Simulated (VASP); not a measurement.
## LiF (Griceite): single point with PBEsol

The system is LiF (Griceite).

```
F Li
1.0
     0.00000    1.84498    1.84498
     1.84498    0.00000    1.84498
     1.84498    1.84498    0.00000
F Li
1 1
Direct
  0.50000 0.50000 0.50000
  0.00000 0.00000 0.00000
```

```
Program                : VASP 6.6.1
Task                   : single point
Functional             : PBEsol
Potentials or basis    : VASP PAW PBE potentials, release 64 (F, Li_sv)
Cutoff                 : 750 eV
k mesh                 : 11 × 11 × 11
Occupations            : fermi-dirac, width 0.05 eV
Spin                   : no spin polarisation
Dipole correction      : no
Further INCAR settings : ALGO = Normal; EDIFF = 1e-06; NBANDS = 12
```

```json
{
  "Pressure": "30.4 GPa",
  "Band gap on the k mesh": "11.66 eV, direct"
}
```

Levels at points of the mesh, in eV from the valence-band top:
```csv
k point,band 1,band 2,band 3,band 4,band 5,band 6,band 7,band 8,band 9,band 10
"(0.00, 0.00, 0.00)",-39.87,-20.69,0.00,0.00,0.00,11.66,26.77,26.77,26.77,27.30
```

It took 8 s on 1 thread of Intel(R) Xeon(R) Platinum 8488C (Sapphire Rapids), on a shared host, peak memory 0.13 GiB.

Caveat: the PAW data sets were made with another functional, which shifts forces and pressure a little. Expect the measured gap to be larger: semilocal functionals such as PBEsol lack the derivative discontinuity.
